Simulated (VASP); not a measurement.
# Bi (C2/m) in VASP: a series of runs, part 3 of 3

VASP 6.6.1. Earlier steps stand in the parts before.

## 6. Single point, LDA

This run uses another cell than the first one, of 34.71 Å³/atom, 1.085 times its volume.

File INCAR:

```
SYSTEM = Bi
PREC = Accurate ; ENCUT = 520
EDIFF = 1E-7 ; ISMEAR = -1
SIGMA = 0.05 ; LREAL = .FALSE.
LASPH = .TRUE. ; NELM = 60
ALGO = Fast ; ISIF = 2
LWAVE = .FALSE. ; LCHARG = .TRUE.
GGA = CA ; LELF = .TRUE.
LVHAR = .TRUE. ; NBANDS = 22
```

File KPOINTS:

```
regular mesh
0
G
  6 6 9
  0 0 0
```

File POSCAR:

```
Bi
1.0
    3.5117019713     -3.1533241543      0.0000000000
    3.5117019713      3.1533241543      0.0000000000
   -1.2685811704      0.0000000000      3.1341701374
Bi
2
Direct
    0.7530610000      0.7530610000      0.8573820000
    0.2469390000      0.2469390000      0.1426180000
```

Potentials or basis: VASP PAW LDA potentials, release 64 (Bi_d).

Run with:

```bash
cat potpaw_LDA.64/Bi_d/POTCAR > POTCAR
mpirun -np 1 vasp_std > vasp.out
```

OUTCAR:

```text
SYSTEM = Bi
   PREC = Accurate
   ENCUT = 520
   EDIFF = 1E-7
   ISMEAR = -1
   LREAL = .FALSE.
   LASPH = .TRUE.
   NELM = 60
   ISIF = 2
   GGA = CA

 ion  position               nearest neighbor table
   1  0.753  0.753  0.857-   2 3.23   2 3.30   2 3.30   2 3.47
   2  0.247  0.247  0.143-   1 3.23   1 3.30   1 3.30   1 3.47

  LATTYP: Found a base centered monoclinic cell.
 ALAT       =     7.0234039426
 B/A-ratio  =     0.8979475423
 C/A-ratio  =     0.4814149259
 COS(beta)  =    -0.3751898342

  Lattice vectors:

 A1 = (   3.5117019713,  -3.1533241543,   0.0000000000)
 A2 = (   3.5117019713,   3.1533241543,   0.0000000000)
 A3 = (  -1.2685811704,   0.0000000000,   3.1341701374)

Analysis of symmetry for initial positions (statically):
=====================================================================
 Subroutine PRICEL returns:
 Original cell was already a primitive cell.

 Routine SETGRP: Setting up the symmetry group for a
 base centered monoclinic supercell.

 Subroutine GETGRP returns: Found  4 space group operations
 (whereof  4 operations were pure point group operations)
 out of a pool of  4 trial point group operations.

The static configuration has the point symmetry C_2h.

Analysis of symmetry for dynamics (positions and initial velocities):
=====================================================================
 Subroutine PRICEL returns:
 Original cell was already a primitive cell.

 Routine SETGRP: Setting up the symmetry group for a
 base centered monoclinic supercell.

 Subroutine GETGRP returns: Found  4 space group operations
 (whereof  4 operations were pure point group operations)
 out of a pool of  4 trial point group operations.

The dynamic configuration has the point symmetry C_2h.

 Subroutine INISYM returns: Found  4 space group operations
 (whereof  4 operations are pure point group operations),
 and found     1 'primitive' translations

----------------------------------------------------------------------------------------

                                     Primitive cell

  volume of cell :      69.4127

  direct lattice vectors                    reciprocal lattice vectors
     3.511701971 -3.153324154  0.000000000     0.142381103 -0.158562829  0.057629924
     3.511701971  3.153324154  0.000000000     0.142381103  0.158562829  0.057629924
    -1.268581170  0.000000000  3.134170137     0.000000000  0.000000000  0.319063725

  length of vectors
     4.719693206  4.719693206  3.381171489     0.220761766  0.220761766  0.319063725

  position of ions in fractional coordinates (direct lattice)
     0.753061000  0.753061000  0.857382000
     0.246939000  0.246939000  0.142618000

  ion indices of the primitive-cell ions
   primitive index   ion index
                 1           1
                 2           2

----------------------------------------------------------------------------------------

 KPOINTS: regular mesh

Automatic generation of k-mesh.
 Grid dimensions read from file:
 generate k-points for:    6    6    9

 Generating k-lattice:

  Cartesian coordinates                     Fractional coordinates (reciprocal lattice)
     0.023730184 -0.026427138  0.009604987     0.166666667  0.000000000 -0.000000000
     0.023730184  0.026427138  0.009604987     0.000000000  0.166666667 -0.000000000
     0.000000000  0.000000000  0.035451525     0.000000000  0.000000000  0.111111111

  Length of vectors
     0.036793628  0.036793628  0.035451525

  Shift w.r.t. Gamma in fractional coordinates (k-lattice)
     0.000000000  0.000000000  0.000000000

 Subroutine IBZKPT returns following result:
 ===========================================

 Found     97 irreducible k-points:

 Following reciprocal coordinates:
            Coordinates               Weight
  0.000000  0.000000  0.000000      1.000000
  0.166667  0.000000  0.000000      4.000000
  0.333333  0.000000 -0.000000      4.000000
  0.500000  0.000000  0.000000      2.000000
  0.166667  0.166667  0.000000      2.000000
  0.333333  0.166667  0.000000      4.000000
[... 16 lines left out ...]
 -0.333333  0.166667  0.111111      4.000000
 -0.166667  0.166667  0.111111      4.000000
 [... further k-points ...]
   k-points           NKPTS =     97   k-points in BZ     NKDIM =     97   number of bands    NBANDS=     22
   number of dos      NEDOS =    301   number of ions     NIONS =      2
   total plane-waves  NPLWV =  36288
   dimension x,y,z NGX =    36 NGY =   36 NGZ =   28
   dimension x,y,z NGXF=    72 NGYF=   72 NGZF=   56
   ions per type =               2
   NGX,Y,Z   is equivalent  to a cutoff of  12.68, 12.68, 13.77 a.u.
   NGXF,Y,Z  is equivalent  to a cutoff of  25.36, 25.36, 27.53 a.u.
 SYSTEM =  Bi
   PREC   = accura    normal or accurate (medium, high low for compatibility)
   ISTART =      0    job   : 0-new  1-cont  2-samecut
   ICHARG =      2    charge: 1-file 2-atom 10-const
   ISPIN  =      1    spin polarized calculation?
   LNONCOLLINEAR =      F non collinear calculations
   LSORBIT =      F    spin-orbit coupling
   LASPH  =      T    aspherical Exc in radial PAW
   ENCUT  =  520.0 eV  38.22 Ry    6.18 a.u.   8.78  8.78  6.29*2*pi/ulx,y,z
   NELM   =     60;   NELMIN=  2; NELMDL= -5     # of ELM steps
   EDIFF  = 0.1E-06   stopping-criterion for ELM
   LREAL  =      F    real-space projection
   EDIFFG = 0.1E-05   stopping-criterion for IOM
   NSW    =      0    number of steps for IOM
   IBRION =     -1    ionic relax: 0-MD 1-quasi-New 2-CG
   NFREE  =      0    steps in history (QN), initial steepest desc. (CG)
   ISIF   =      2    stress and relaxation
   ISYM   =      2    0-nonsym 1-usesym 2-fastsym
   POTIM  = 0.5000    time-step for ionic-motion
   TEBEG  =    0.0;   TEEND  =   0.0 temperature during run
   PSTRESS=    0.0 pullay stress
   NELECT =      30.0000    total number of electrons
   NUPDOWN=      -1.0000    fix difference up-down
   EMIN   =  10.00;   EMAX   =-10.00  energy-range for DOS
   EFERMI =   0.00;   METHOD = LEGACY
   ISMEAR =    -1;   SIGMA  =   0.05  broadening in eV -4-tet -1-fermi 0-gaus
   EFERMI_NEDOS =   21; number of points for ismear=-14 and -15
   IALGO  =     68    algorithm
   IMIX   =      4    mixing-type and parameters
     AMIX     =   0.40;   BMIX     =  1.00
     AMIX_MAG =   1.60;   BMIX_MAG =  1.00
  volume/ion in A,a.u.               =      34.71       234.21
  Fermi-wavevector in a.u.,A,eV,Ry     =   1.237758  2.339023 20.844726  1.532044
  Thomas-Fermi vector in A             =   2.372312
   LORBIT       =      0    0 simple, 1 ext, 2 COOP (PROOUT), +10 PAW based schemes
   GGA     = CA    functional components
   LHFCALC =     F    Hartree Fock is set to
   AEXX    =    0.0000 exact exchange contribution
   IVDW    =     0    specifies the selected vdW correction
   LEPSILON=     F    determine dielectric tensor
   LRPA    =     F    only Hartree local field effects (RPA)
 non-spin polarized calculation
 RMM-DIIS sequential band-by-band and
  energy-cutoff  :      520.00
  volume of cell :       69.41
 maximum number of plane-waves:      1879
   NGX = 17   NGY = 17   NGZ = 13

 number of electron      30.0000005 magnetization

 Free energy of the ion-electron system (eV)
  ---------------------------------------------------
  ext. energy  EPLUGINS =         0.00000000
  ---------------------------------------------------
  free energy    TOTEN  =        -8.98865844 eV

  energy without entropy =       -8.98026812  energy(sigma->0) =       -8.98446328

 E-fermi :   6.2625     XC(G=0):  -9.9421

 val. band max:        6.2466034741   @ k =   0.3333   0.3333   0.3333
 cond. band min:       6.3053791724   @ k =   0.1667   0.1667   0.0000
 fundamental gap:      0.0587756983
 Fermi energy:         6.2624610464

 k-point     1 :       0.0000    0.0000    0.0000
  band No.  band energies     occupation
      1     -16.5992      2.00000
      2     -16.5707      2.00000
      3     -16.5286      2.00000
      4     -16.5049      2.00000
      5     -16.4284      2.00000
      6     -16.4046      2.00000
[... 14 lines left out ...]
     21      14.5006      0.00000
     22      14.9764      0.00000

 k-point     2 :       0.1667    0.0000    0.0000
  band No.  band energies     occupation
      1     -16.5847      2.00000
      2     -16.5723      2.00000
      3     -16.5328      2.00000
      4     -16.4943      2.00000
      5     -16.4259      2.00000
      6     -16.4082      2.00000
[... 14 lines left out ...]
     21      14.6267      0.00000
     22      15.6199      0.00000
[... 523 lines left out ...]
     21      15.2214      0.00000
     22      16.0745      0.00000

 k-point    24 :      -0.1667    0.1667    0.1111
  band No.  band energies     occupation
      1     -16.5687      2.00000
      2     -16.5532      2.00000
      3     -16.5262      2.00000
      4     -16.4807      2.00000
      5     -16.4218      2.00000
      6     -16.4127      2.00000
[... 14 lines left out ...]
     21      15.3759      0.00000
     22      15.5011      0.00000

 [... further k-points ...]
[... 5 lines left out ...]
  --------------------------------------------------------------------------------------
  -------------------------------------------------------------------------------------
  Total       -1.8499297     -2.2013473     -1.6686268      0.0000000      0.0000000     -0.0780408
  in kB      -42.6999118    -50.8113003    -38.5150935      0.0000000      0.0000000     -1.8013298
  external PRESSURE =     -44.0087685 kB  Pullay stress =       0.0000000 kB

 VOLUME and BASIS-vectors are now :
 -----------------------------------------------------------------------------
  energy-cutoff  :      520.00
  volume of cell :       69.41
      direct lattice vectors                 reciprocal lattice vectors
     3.511701971 -3.153324154  0.000000000     0.142381103 -0.158562829  0.057629924
     3.511701971  3.153324154  0.000000000     0.142381103  0.158562829  0.057629924
    -1.268581170  0.000000000  3.134170137     0.000000000  0.000000000  0.319063725

 POSITION                                       TOTAL-FORCE (eV/Angst)
 -----------------------------------------------------------------------------------
      4.20139      0.00000      2.68718         0.089351      0.000000      0.063639
      1.55343      0.00000      0.44699        -0.089351      0.000000     -0.063639
 -----------------------------------------------------------------------------------
    total drift:                               -0.000000      0.000000      0.000000

  FREE ENERGIE OF THE ION-ELECTRON SYSTEM (eV)
  ---------------------------------------------------
  free  energy   TOTEN  =        -8.9886584390 eV

  energy  without entropy=       -8.9802681209  energy(sigma->0) =       -8.98446328
```

Wall time 93 s (1 thread of AMD EPYC 9R45 (Zen 5), shared host); peak memory 0.21 GiB.

Results:

```yaml
Free_energy: -8.9887 eV
Pressure: -4.4 GPa
Largest_force: 0.110 eV/Å
Band_gap_on_the_k_mesh: zero (band 15 reaches 9.35 eV, above the bottom of band 16 at 4.64 eV)
```

Forces in eV/Å, atoms in the order of the input:
```
Bi   0.089  0.000  0.064
Bi  -0.089  0.000 -0.064
```

Stress tensor (GPa, compression positive):
```
-4.27  0.00 -0.18
 0.00 -5.08  0.00
-0.18  0.00 -3.85
```

Caveat: spin-orbit coupling is left out, which moves the levels of the heavy elements.

## 7. Overview

```csv
cell,further INCAR settings,gap on the mesh (eV),pressure (GPa),largest force (eV/Å)
"a = 4.593, b = 4.593, c = 3.290 Å, angles 106.2, 106.2, 83.8°, 2 atoms",ALGO = Fast; EDIFF = 1e-06; NBANDS = 22,none,-0.6,-
"a = 4.625, b = 4.625, c = 3.314 Å, angles 106.2, 106.2, 83.8°, 2 atoms",ALGO = Fast; EDIFF = 1e-07; NBANDS = 22,none,-1.7,0.03
"a = 4.657, b = 4.657, c = 3.336 Å, angles 106.2, 106.2, 83.8°, 2 atoms",ALGO = Fast; EDIFF = 1e-07; NBANDS = 22,none,-2.7,0.06
"a = 4.689, b = 4.689, c = 3.359 Å, angles 106.2, 106.2, 83.8°, 2 atoms",ALGO = Fast; EDIFF = 1e-07; NBANDS = 22,none,-3.6,0.08
"a = 4.720, b = 4.720, c = 3.381 Å, angles 106.2, 106.2, 83.8°, 2 atoms",ALGO = Fast; EDIFF = 1e-07; NBANDS = 22,none,-4.4,0.11
```

Alike in all rows: task single point; level LDA; potentials or basis VASP PAW LDA potentials, release 64 (Bi_d); no spin polarisation; k mesh 6 × 6 × 9; cutoff (eV) 520; smearing fermi-dirac 0.05 eV.

Caveats: spin-orbit coupling is left out, which moves the levels of the heavy elements.

Absolute energies hang on the potentials; compare differences alone.
